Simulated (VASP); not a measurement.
# Si5As3 (P1) in VASP: relaxation of cell and atoms with PBE

Aim: the relaxation of cell and atoms of Si5As3 with PBE.

All numbers are computed with VASP 6.6.1; they aren't measurements. Logs are shortened: lines on timing, memory, paths and dates and some standing lists are left out, and cuts for length are marked.

### 1 The cell of the first run

The typed cell holds 16 atoms: a = 6.648 Å, b = 6.567 Å, c = 9.353 Å, α = 92.14°, β = 87.36°, γ = 119.09°.

### 2 Relaxation of cell and atoms, PBE

Contents of INCAR:

```
ALGO = Normal
EDIFF = 1E-6
EDIFFG = -0.025
ENCUT = 600
GGA = PE
IBRION = 2
ISIF = 3
ISMEAR = 0
LASPH = True
LCHARG = False
LREAL = Auto
LWAVE = False
NELM = 80
NSW = 80
PREC = Accurate
SIGMA = 0.1
```

Contents of KPOINTS:

```
k-points
0
Gamma
  3 3 2
```

Contents of POSCAR:

```
Si5As3
1.0
    6.6460926295      0.0763829050      0.1562020027
   -3.2568967786      5.7013096076     -0.1257712874
    0.2128206508     -0.0749970698      9.3498013631
Si As
10 6
Direct
    0.3317550666      0.3338129760      0.5436728950
    0.3293613159     -0.0048898259      0.4534723077
    0.6570000332      0.0074133053      0.5511776813
    0.6656884633      0.6636116770      0.4662653994
    0.6654688772      0.3181337793      0.1119828520
    0.6876971581      0.3439774068      0.8757209439
    0.9953675517      0.3482565162      0.4629177485
   -0.0151898457      0.6634298673      0.5265496457
    0.3004336256      0.6550237045      0.8553239242
    0.3429000046      0.6603232499      0.1313399735
    0.3419882105      0.3431766536      0.8142502188
    0.3003828513      0.0028600043      0.1937096616
    0.6705847268     -0.0408130911      0.7990786230
    0.7062894145      0.7148330248      0.2173959482
    0.0153032109      0.2987436520      0.1832436949
    1.0049693356      0.6921071001      0.8138984825
```

Potentials or basis: VASP PAW PBE potentials, release 64 (Si, As).

On the command line:

```console
cat potpaw_PBE.64/Si/POTCAR potpaw_PBE.64/As/POTCAR > POTCAR
mpirun -np 1 vasp_std > vasp.out
```

OUTCAR:

```text
EDIFF = 1E-6
   EDIFFG = -0.025
   ENCUT = 600
   GGA = PE
   IBRION = 2
   ISIF = 3
   ISMEAR = 0
   LASPH = True
   LREAL = Auto
   NELM = 80
   NSW = 80
   PREC = Accurate

 ion  position               nearest neighbor table
   1  0.332  0.334  0.544-   4 2.33   2 2.34   7 2.44  11 2.53
   2  0.329  0.995  0.453-   1 2.34   8 2.36   3 2.37  12 2.45
   3  0.657  0.007  0.551-  13 2.36   2 2.37   4 2.39   7 2.41
   4  0.666  0.664  0.466-   8 2.22   1 2.33  14 2.35   3 2.39
   5  0.665  0.318  0.112-   6 2.22  12 2.41  15 2.51  14 2.64
   6  0.688  0.344  0.876-   5 2.22  16 2.30  11 2.39  13 2.55
   7  0.995  0.348  0.463-   8 2.17   3 2.41   1 2.44  15 2.63
   8  0.985  0.663  0.527-   7 2.17   4 2.22   2 2.36  16 2.69
   9  0.300  0.655  0.855-  16 2.15  11 2.21  13 2.35  10 2.61
  10  0.343  0.660  0.131-  15 2.36  14 2.44  12 2.45   9 2.61
  11  0.342  0.343  0.814-   9 2.21   6 2.39   1 2.53
  12  0.300  0.003  0.194-   5 2.41  10 2.45   2 2.45
  13  0.671  0.959  0.799-   9 2.35   3 2.36   6 2.55
  14  0.706  0.715  0.217-   4 2.35  10 2.44   5 2.64
  15  0.015  0.299  0.183-  10 2.36   5 2.51   7 2.63
  16  0.005  0.692  0.814-   9 2.15   6 2.30   8 2.69

  LATTYP: Found a triclinic cell.
 ALAT       =     6.6483667659
 B/A-ratio  =     2.1636807753
 C/A-ratio  =     1.0075339822
 COS(alpha) =     0.0051906232
 COS(beta)  =     0.5158101431
 COS(gamma) =     0.6541592951

  Lattice vectors:

 A1 = (   6.6460926295,   0.0763829050,   0.1562020027)
 A2 = (   9.6901687573,  -5.5499296328,  -9.0678280730)
 A3 = (   3.3891958509,   5.7776925126,   0.0304307153)

Analysis of symmetry for initial positions (statically):
=====================================================================
 Subroutine PRICEL returns:
 Original cell was already a primitive cell.

 Routine SETGRP: Setting up the symmetry group for a
 triclinic supercell.

 Subroutine GETGRP returns: Found  1 space group operations
 (whereof  1 operations were pure point group operations)
 out of a pool of  2 trial point group operations.

The static configuration has the point symmetry C_1 .

Analysis of symmetry for dynamics (positions and initial velocities):
=====================================================================
 Subroutine PRICEL returns:
 Original cell was already a primitive cell.

 Routine SETGRP: Setting up the symmetry group for a
 triclinic supercell.

 Subroutine GETGRP returns: Found  1 space group operations
 (whereof  1 operations were pure point group operations)
 out of a pool of  2 trial point group operations.

The dynamic configuration has the point symmetry C_1 .

 Subroutine INISYM returns: Found  1 space group operations
 (whereof  1 operations are pure point group operations),
 and found     1 'primitive' translations

----------------------------------------------------------------------------------------

                                     Primitive cell

  volume of cell :     356.3872

  direct lattice vectors                    reciprocal lattice vectors
     6.646092630  0.076382905  0.156202003     0.149547116  0.085369424 -0.002719230
    -3.256896779  5.701309608 -0.125771287    -0.002036773  0.174266642  0.001444197
     0.212820651 -0.074997070  9.349801363    -0.002525800  0.000917973  0.107019000

  length of vectors
     6.648366766  6.567200795  9.352523869     0.172219838  0.174284528  0.107052737

  position of ions in fractional coordinates (direct lattice)
     0.331755067  0.333812976  0.543672895
     0.329361316  0.995110174  0.453472308
     0.657000033  0.007413305  0.551177681
     0.665688463  0.663611677  0.466265399
     0.665468877  0.318133779  0.111982852
     0.687697158  0.343977407  0.875720944
[... 8 lines left out ...]
     0.015303211  0.298743652  0.183243695
     0.004969336  0.692107100  0.813898483

  ion indices of the primitive-cell ions
   primitive index   ion index
                 1           1
                 2           2
                 3           3
                 4           4
                 5           5
                 6           6
[... 8 lines left out ...]
                15          15
                16          16

----------------------------------------------------------------------------------------

 KPOINTS: k-points

Automatic generation of k-mesh.
 Grid dimensions read from file:
 generate k-points for:    3    3    2

 Generating k-lattice:

  Cartesian coordinates                     Fractional coordinates (reciprocal lattice)
     0.049849039  0.028456475 -0.000906410     0.333333333 -0.000000000  0.000000000
    -0.000678924  0.058088881  0.000481399    -0.000000000  0.333333333  0.000000000
    -0.001262900  0.000458986  0.053509500     0.000000000  0.000000000  0.500000000

  Length of vectors
     0.057406613  0.058094843  0.053526369

  Shift w.r.t. Gamma in fractional coordinates (k-lattice)
     0.000000000  0.000000000  0.000000000

 Subroutine IBZKPT returns following result:
 ===========================================

 Found     10 irreducible k-points:

 Following reciprocal coordinates:
            Coordinates               Weight
  0.000000  0.000000  0.000000      1.000000
  0.333333  0.000000 -0.000000      2.000000
 -0.000000  0.333333  0.000000      2.000000
  0.333333  0.333333 -0.000000      2.000000
 -0.333333  0.333333  0.000000      2.000000
 -0.000000 -0.000000  0.500000      1.000000
  0.333333  0.000000  0.500000      2.000000
 -0.000000  0.333333  0.500000      2.000000
  0.333333  0.333333  0.500000      2.000000
 -0.333333  0.333333  0.500000      2.000000
   k-points           NKPTS =     10   k-points in BZ     NKDIM =     10   number of bands    NBANDS=     44
   number of dos      NEDOS =    301   number of ions     NIONS =     16
   total plane-waves  NPLWV = 233280
   dimension x,y,z NGX =    54 NGY =   54 NGZ =   80
   dimension x,y,z NGXF=   108 NGYF=  108 NGZF=  160
   ions per type =              10   6
   NGX,Y,Z   is equivalent  to a cutoff of  13.50, 13.67, 14.22 a.u.
   NGXF,Y,Z  is equivalent  to a cutoff of  27.01, 27.34, 28.44 a.u.
 SYSTEM =  unknown system
   PREC   = accura    normal or accurate (medium, high low for compatibility)
   ISTART =      0    job   : 0-new  1-cont  2-samecut
   ICHARG =      2    charge: 1-file 2-atom 10-const
   ISPIN  =      1    spin polarized calculation?
   LNONCOLLINEAR =      F non collinear calculations
   LSORBIT =      F    spin-orbit coupling
   LASPH  =      T    aspherical Exc in radial PAW
   ENCUT  =  600.0 eV  44.10 Ry    6.64 a.u.  13.28 13.12 18.68*2*pi/ulx,y,z
   NELM   =     80;   NELMIN=  2; NELMDL= -5     # of ELM steps
   EDIFF  = 0.1E-05   stopping-criterion for ELM
   LREAL  =      T    real-space projection
   EDIFFG = -.3E-01   stopping-criterion for IOM
   NSW    =     80    number of steps for IOM
   IBRION =      2    ionic relax: 0-MD 1-quasi-New 2-CG
   NFREE  =      1    steps in history (QN), initial steepest desc. (CG)
   ISIF   =      3    stress and relaxation
   ISYM   =      2    0-nonsym 1-usesym 2-fastsym
   POTIM  = 0.5000    time-step for ionic-motion
   TEBEG  =    0.0;   TEEND  =   0.0 temperature during run
   PSTRESS=    0.0 pullay stress
   NELECT =      70.0000    total number of electrons
   NUPDOWN=      -1.0000    fix difference up-down
   EMIN   =  10.00;   EMAX   =-10.00  energy-range for DOS
   EFERMI =   0.00;   METHOD = LEGACY
   ISMEAR =     0;   SIGMA  =   0.10  broadening in eV -4-tet -1-fermi 0-gaus
   EFERMI_NEDOS =   21; number of points for ismear=-14 and -15
   IALGO  =     38    algorithm
   IMIX   =      4    mixing-type and parameters
     AMIX     =   0.40;   BMIX     =  1.00
     AMIX_MAG =   1.60;   BMIX_MAG =  1.00
  volume/ion in A,a.u.               =      22.27       150.31
  Fermi-wavevector in a.u.,A,eV,Ry     =   0.951627  1.798314 12.321357  0.905594
  Thomas-Fermi vector in A             =   2.080115
   LORBIT       =      0    0 simple, 1 ext, 2 COOP (PROOUT), +10 PAW based schemes
   GGA     = PE    functional components
   LHFCALC =     F    Hartree Fock is set to
   AEXX    =    0.0000 exact exchange contribution
   IVDW    =     0    specifies the selected vdW correction
   LEPSILON=     F    determine dielectric tensor
   LRPA    =     F    only Hartree local field effects (RPA)
 conjugate gradient relaxation of ions
 non-spin polarized calculation
 Gauss-broadening in eV      SIGMA  =   0.10
  energy-cutoff  :      600.00
  volume of cell :      356.39
 maximum number of plane-waves:     11911
 NGX is ok and might be reduce to    54
   NGX = 27   NGY = 27   NGZ = 37

--------------------------------------- Ionic step        1  -------------------------------------------

 number of electron      69.9999998 magnetization

 Free energy of the ion-electron system (eV)
  ---------------------------------------------------
  ext. energy  EPLUGINS =         0.00000000
  ---------------------------------------------------
  free energy    TOTEN  =       -80.19593689 eV

  energy without entropy =      -80.19014688  energy(sigma->0) =      -80.19304188

------------------------ aborting loop because EDIFF is reached ----------------------------------------

  FORCE on cell =-STRESS in cart. coord.  units (eV):
  Direction    XX          YY          ZZ          XY          YZ          ZX
  --------------------------------------------------------------------------------------
  -------------------------------------------------------------------------------------
  Total        9.8894012      8.0591926     -4.3744020     -2.1902166     -0.6554857     -2.5537702
  in kB       44.4588745     36.2309737    -19.6655982     -9.8463561     -2.9468068    -11.4807505
  external PRESSURE =      20.3414167 kB  Pullay stress =       0.0000000 kB
[... 131 lines left out ...]
  FREE ENERGIE OF THE ION-ELECTRON SYSTEM (eV)
  ---------------------------------------------------
  free  energy   TOTEN  =       -81.9258413737 eV

  energy  without entropy=      -81.9257411255  energy(sigma->0) =      -81.92579125

[... ionic steps 4 to 21 ...]

--------------------------------------- Ionic step       22  -------------------------------------------

 number of electron      70.0000002 magnetization

------------------------ aborting loop because EDIFF is reached ----------------------------------------

  FORCE on cell =-STRESS in cart. coord.  units (eV):
  Direction    XX          YY          ZZ          XY          YZ          ZX
  --------------------------------------------------------------------------------------
  -------------------------------------------------------------------------------------
  Total        0.0917486     -0.0351840     -0.0478227      0.0459050      0.0453824     -0.0413680
  in kB        0.4118750     -0.1579468     -0.2146843      0.2060752      0.2037292     -0.1857078
  external PRESSURE =       0.0130813 kB  Pullay stress =       0.0000000 kB
[... 85 lines left out ...]
  energy  without entropy=      -82.5437813445  energy(sigma->0) =      -82.54378139

--------------------------------------- Ionic step       24  -------------------------------------------

 number of electron      70.0000002 magnetization

 Free energy of the ion-electron system (eV)
  ---------------------------------------------------
  ext. energy  EPLUGINS =         0.00000000
  ---------------------------------------------------
  free energy    TOTEN  =       -82.54402197 eV

  energy without entropy =      -82.54402189  energy(sigma->0) =      -82.54402193

 E-fermi :   5.2662     XC(G=0):  -9.2121

 val. band max:        4.9222963600   @ k =   0.0000   0.0000   0.0000
 cond. band min:       5.6283598831   @ k =   0.3333   0.3333  -0.0000
 fundamental gap:      0.7060635231
 Fermi energy:         5.2661757596

 k-point     1 :       0.0000    0.0000    0.0000
  band No.  band energies     occupation
      1      -8.2473      2.00000
      2      -7.3983      2.00000
      3      -6.1644      2.00000
      4      -6.1606      2.00000
      5      -6.1577      2.00000
      6      -6.1573      2.00000
[... 502 lines left out ...]
  FREE ENERGIE OF THE ION-ELECTRON SYSTEM (eV)
  ---------------------------------------------------
  free  energy   TOTEN  =       -82.5440219742 eV

  energy  without entropy=      -82.5440218901  energy(sigma->0) =      -82.54402193

 reached required accuracy - stopping structural energy minimisation
```

It took 33 min on 1 thread of AMD EPYC 9R45 (Zen 5), shared host; peak memory 0.59 GiB.

Results:

```yaml
Free_energy: -82.5440 eV
Relaxed_volume: 22.31 Å³/atom
Relaxed_cell: a = 6.712 Å, b = 6.715 Å, c = 9.146 Å, α = 90.01°, β = 90.00°, γ = 120.02°
Space_group_after_relaxing_to_0.1_Å: P-31m (No. 162)
Energy_gained_by_relaxing: 146.8 meV/atom
Ionic_steps: 24
Pressure_after_relaxing: 0.0 GPa
Largest_force_after_relaxing: 0.023 eV/Å
Band_gap_on_the_k_mesh: 0.71 eV (least direct gap 0.80 eV)
```

Forces in eV/Å, atoms in the order of the input:
```
Si   0.013  0.005 -0.007
Si   0.007  0.011  0.004
Si  -0.007  0.008  0.005
Si  -0.003 -0.009  0.007
Si   0.014 -0.005  0.008
Si  -0.010  0.003 -0.010
Si   0.007 -0.003 -0.003
Si   0.021 -0.007 -0.005
Si  -0.001 -0.002 -0.007
Si  -0.016  0.001 -0.004
As   0.005  0.001  0.008
As   0.003  0.012 -0.002
As  -0.008  0.001  0.013
As  -0.014 -0.002 -0.009
As   0.000 -0.013 -0.002
As  -0.009 -0.001  0.006
```

The path:
```csv
step,energy change (eV),largest force (eV/Å),pressure (GPa),volume (Å³)
1,0.0000,3.6454,2.03,356.39
2,-1.7265,1.2236,-2.46,370.94
3,-1.7299,1.2380,-2.33,370.19
4,-2.1176,0.6687,0.42,355.34
5,-2.1176,0.6689,0.44,355.24
6,-2.2416,0.4376,0.26,355.62
7,-2.2623,0.4960,0.20,355.83
8,-2.3110,0.3915,-0.16,357.64
9,-2.3114,0.3584,-0.13,357.48
10,-2.3308,0.1748,-0.02,356.93
11,-2.3333,0.1783,0.04,356.66
12,-2.3401,0.0994,0.01,356.76
13,-2.3405,0.1088,0.00,356.79
14,-2.3436,0.0660,-0.01,356.88
15,-2.3436,0.0621,-0.01,356.88
16,-2.3447,0.0418,0.00,356.83
17,-2.3448,0.0474,0.01,356.82
18,-2.3458,0.0446,0.01,356.85
19,-2.3460,0.0615,0.01,356.87
20,-2.3468,0.0376,-0.01,356.94
21,-2.3472,0.0377,-0.02,357.03
22,-2.3476,0.0291,0.00,356.90
23,-2.3478,0.0340,0.03,356.74
24,-2.3481,0.0228,-0.01,356.94
```

Final structure:
```
Si As
1.0
     6.71215   -0.00304   -0.00180
    -3.35748    5.81561    0.00103
     0.00304   -0.00140    9.14646
Si As
10 6
Direct
  0.33291 0.33428 0.54226
  0.33274 0.99961 0.45753
  0.66383 0.99977 0.54169
  0.66397 0.66512 0.45780
  0.66701 0.33324 0.12936
  0.66751 0.33306 0.87055
  0.99860 0.33502 0.45789
  0.99839 0.66547 0.54273
  0.33461 0.66672 0.87070
  0.33516 0.66708 0.12959
  0.30549 0.30480 0.80531
  0.30505 0.99947 0.19434
  0.69605 0.00006 0.80448
  0.69676 0.69535 0.19500
  0.00091 0.30585 0.19500
  0.00101 0.69510 0.80578
```

Caveat: semilocal functionals underestimate gaps, and a narrow one can read as zero. A k mesh can miss the band edges.
